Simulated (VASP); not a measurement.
Runs of VASP 6.6.1 on Au. The structure is that of space group P6_3/mmc (No. 194), or close to it. The cells are those of the table. This isn't the form of Au at room conditions, which is fcc.

```tsv
cell	gap on the mesh (eV)	pressure (GPa)
a = 2.856, b = 2.856, c = 4.880 Å, angles 90.0, 90.0, 120.0°, 2 atoms	none	(b)
a = 2.856, b = 2.856, c = 4.734 Å, angles 90.0, 90.0, 120.0°, 2 atoms	none	9.1
a = 2.856, b = 2.856, c = 4.807 Å, angles 90.0, 90.0, 120.0°, 2 atoms	none	(a)
a = 2.813, b = 2.813, c = 4.880 Å, angles 90.0, 90.0, 120.0°, 2 atoms	none	9.7
a = 2.813, b = 2.813, c = 4.734 Å, angles 90.0, 90.0, 120.0°, 2 atoms	none	15.9
```

Alike in all rows: task single point; level r2SCAN; potentials or basis VASP PAW PBE potentials, release 64 (Au); no spin polarisation; k mesh 18 × 18 × 10; cutoff (eV) 520; smearing gaussian 0.15 eV.

Question: Fill in the values left out.

Answer: (a) 6.2; (b) 3.7.

Caveats: the cell stands under pressure; the PAW data sets were made with another functional, which shifts forces and pressure a little; spin-orbit coupling is left out, which moves the levels of the heavy elements.

A k mesh can miss the band edges, and the runs leave out spin-orbit coupling on Au.

A gap of «none» marks levels without a gap at the run's occupations.
